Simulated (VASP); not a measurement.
Set up this calculation in VASP 6.6.1, as the native input.

```
Task                   : relaxation of cell and atoms
Functional             : PBE
Potentials or basis    : VASP PAW PBE potentials, release 64 (Rh_pv)
Cutoff                 : 500 eV
k mesh                 : 9 × 9 × 9
Occupations            : fermi-dirac, width 0.1 eV
Spin                   : no spin polarisation
Dipole correction      : no
Further INCAR settings : ALGO = Normal; EDIFF = 1e-07; IBRION = 2; EDIFFG = -0.01; NSW = 80; ISIF = 3
```

The structure of Rh lies in POSCAR:

```
Rh
1.0
    0.0000000000      1.8978500000      1.8978500000
    1.8978500000      0.0000000000      1.8978500000
    1.8978500000      1.8978500000      0.0000000000
Rh
1
Direct
    0.0000000000      0.0000000000      0.0000000000
```

These files were run (other wordings do the same):

INCAR

```
SYSTEM = Rh
ALGO     = Normal         ! electronic algorithm
EDIFF    = 1E-7           ! SCF threshold, eV
EDIFFG   = -0.01          ! ionic threshold
ENCUT    = 500            ! plane-wave cutoff, eV
GGA      = PE             ! functional
GGA_COMPAT= .False.      
IBRION   = 2              ! ionic algorithm
ISIF     = 3              ! what is computed and relaxed
ISMEAR   = -1             ! smearing method
LASPH    = .True.         ! aspherical terms in the spheres
LCHARG   = .False.        ! write CHGCAR
LREAL    = .False.        ! projectors in reciprocal space
LWAVE    = .False.        ! write WAVECAR
NELM     = 120            ! most SCF steps
NELMIN   = 4            
NSW      = 80             ! ionic steps
PREC     = Accurate       ! precision mode
SIGMA    = 0.1            ! smearing width, eV
```

KPOINTS

```
k-points
0
Gamma
  9 9 9
  0 0 0
```

Potentials or basis: VASP PAW PBE potentials, release 64 (Rh_pv).

Run with:

```sh
$ cat potpaw_PBE.64/Rh_pv/POTCAR > POTCAR
$ mpirun -np 1 vasp_std > vasp.out
```

Results of the run:

The relaxed volume is 14.08 Å³/atom. The relaxed cell is a = 2.710 Å, b = 2.710 Å, c = 2.710 Å, α = 60.00°, β = 60.00°, γ = 60.00°. The space group after relaxing (to 0.05 Å) is Fm-3m (No. 225) and the energy gained by relaxing is 9.8 meV/atom. The ionic steps are 4 and the pressure after relaxing is 0.0 GPa.

Wall time 23 s on 1 thread of Intel(R) Xeon(R) Platinum 8375C CPU @ 2.90GHz (Ice Lake), on a shared host, peak memory 0.13 GiB.
